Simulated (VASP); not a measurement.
Write the native input for VASP 6.6.1 that does the following.

```yaml
Task: single point
Functional: revPBE
Potentials_or_basis: VASP PAW PBE potentials, release 64 (Ge_d)
Cutoff: 520 eV
k_mesh: 14 × 14 × 10
Occupations: fermi-dirac, width 0.1 eV
Spin: no spin polarisation
Dipole_correction: no
Further_INCAR_settings: ALGO = Normal; EDIFF = 1e-06; NBANDS = 21
```

The structure of Ge lies in POSCAR:

```
Ge
1.0
   -2.7044957904      2.7074285087      1.4953107756
    2.7074285087     -2.7044957904      1.4953107756
    2.7199296219      2.7199296219     -1.4899394966
Ge
2
Direct
    0.9999091455      0.0000908545      1.0000000000
    0.7500908545      0.2499091455      0.5000000000
```

The input as run:

INCAR

```
PREC     = Accurate       # precision mode
ENCUT    = 520            # plane-wave cutoff, eV
EDIFF    = 1E-6           # SCF threshold, eV
ISMEAR   = -1             # smearing method
SIGMA    = 0.1            # smearing width, eV
LREAL    = False          # projectors in reciprocal space
LASPH    = True           # aspherical terms in the spheres
NELM     = 60             # most SCF steps
ALGO     = Normal         # electronic algorithm
ISIF     = 2              # what is computed and relaxed
LWAVE    = False          # write WAVECAR
LCHARG   = False          # write CHGCAR
GGA      = RE             # functional
NBANDS   = 21             # bands
```

KPOINTS

```
regular mesh
0
Gamma
  14 14 10
```

Potentials or basis: VASP PAW PBE potentials, release 64 (Ge_d).

Run with:

```sh
$ cat potpaw_PBE.64/Ge_d/POTCAR > POTCAR
$ mpirun -np 1 vasp_std > vasp.out
```

Results of the run:

```json
{
  "Pressure": "-5.7 GPa",
  "Band gap on the k mesh": "zero (bands 14 and 15 overlap by 4.21 eV)"
}
```

Caveat: the cell stands under tension; the PAW data sets were made with another functional, which shifts forces and pressure a little.

Run time: 7 min on 1 thread of AMD EPYC 7R43 64-Core Processor (Zen 3) (shared host), peak memory 0.44 GiB.
